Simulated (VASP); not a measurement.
Input of a VASP 6.6.1 run:

The input INCAR:

```
PREC = Accurate
ENCUT = 520
EDIFF = 1E-7
ISMEAR = 0
SIGMA = 0.01
LREAL = F
LASPH = T
NELM = 100
ALGO = Normal
ISIF = 2
LWAVE = F
LCHARG = F
GGA = PE
NBANDS = 11
```

File KPOINTS:

```
regular mesh
0
Gamma
  6 6 6
```

Contents of POSCAR:

```
C
1.0
    0.0000000000      1.7089191768      1.7961065760
    1.7089191768      0.0000000000      1.7961065760
    1.7089191768      1.7089191768      0.0000000000
C
2
Direct
    0.0000000000      0.0000000000      0.0000000000
    0.2500000000      0.2500000000      0.2500000000
```

Potentials or basis: VASP PAW PBE potentials, release 64 (C).

The run is started by

```sh
$ cat potpaw_PBE.64/C/POTCAR > POTCAR
$ mpirun -np 1 vasp_std > vasp.out
```

(1) Predict the band gap on the k mesh.

(2) What does it give for the pressure?

Answers

(1) 3.67 eV, indirect (least direct gap 5.34 eV).

(2) 42.5 GPa.

Caveat: the k points lie up to 0.52 Å⁻¹ apart; the cell differs from its parent crystal (epitaxial xy strain -4.0%).
